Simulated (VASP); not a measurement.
Here is a VASP 6.6.1 calculation.

File INCAR:

```
SYSTEM = BP
ALGO     = Normal         ! electronic algorithm
EDIFF    = 1E-6           ! SCF threshold, eV
ENCUT    = 520            ! plane-wave cutoff, eV
GGA      = PE             ! functional
ISIF     = 2              ! what is computed and relaxed
ISMEAR   = -1             ! smearing method
LASPH    = .TRUE.         ! aspherical terms in the spheres
LCHARG   = .FALSE.        ! write CHGCAR
LREAL    = .FALSE.        ! projectors in reciprocal space
LWAVE    = .FALSE.        ! write WAVECAR
NBANDS   = 16             ! bands
NELM     = 100            ! most SCF steps
PREC     = Accurate       ! precision mode
SIGMA    = 0.02           ! smearing width, eV
```

The input KPOINTS:

```
k-points
0
G
  12 12 4
  0 0 0
```

The input POSCAR:

```
BP
1.0
    3.2039355360      0.0000000000      0.0000000000
   -1.6019677680      2.7746895663      0.0000000000
    0.0000000000      0.0000000000      8.4666271308
B P
2 2
Direct
    0.3333333333      0.6666666667      0.2500000000
    0.6666666667      0.3333333333      0.7500000000
    0.6666666667      0.3333333333      0.2500000000
    0.3333333333      0.6666666667      0.7500000000
```

Potentials or basis: VASP PAW PBE potentials, release 64 (B, P).

The run is started by

```bash
$ cat potpaw_PBE.64/B/POTCAR potpaw_PBE.64/P/POTCAR > POTCAR
$ mpirun -np 1 vasp_std > vasp.out
```

(1) Estimate the pressure.

(2) Predict the band gap on the k mesh.

## Answers

(1) 1.0 GPa.

(2) 0.88 eV, direct.

Caveat: this functional lacks dispersion, which binds the layers, so the pressure and a relaxed spacing across them are unreliable.
